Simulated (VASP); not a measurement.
The system is AlN.

```
CELL_PARAMETERS angstrom
3.31212 0.00000 0.00000
-1.65606 2.86838 0.00000
0.00000 0.00000 4.18756
ATOMIC_POSITIONS crystal
Al 0.33333 0.66667 0.75000
Al 0.66667 0.33333 0.25000
N 0.33333 0.66667 0.25000
N 0.66667 0.33333 0.75000
```

Base run:

* Program: VASP 6.6.1
* Functional: PBEsol
* Potentials or basis: VASP PAW PBE potentials, release 64 (Al, N)
* Cutoff: 600 eV
* k mesh: 6 × 6 × 4
* Occupations: gaussian, width 0.02 eV
* Spin: no spin polarisation

Its results: band gap on the k mesh 3.19 eV; pressure -3.6 GPa.

The run is repeated on the same cell with these changes: functional from PBEsol to r2SCAN; cutoff from 600 eV to 660 eV. What comes out?

Band gap on the k mesh 3.86 eV; pressure -5.5 GPa.

Caveats: the cell stands under tension; the PAW data sets were made with another functional, which shifts forces and pressure a little.

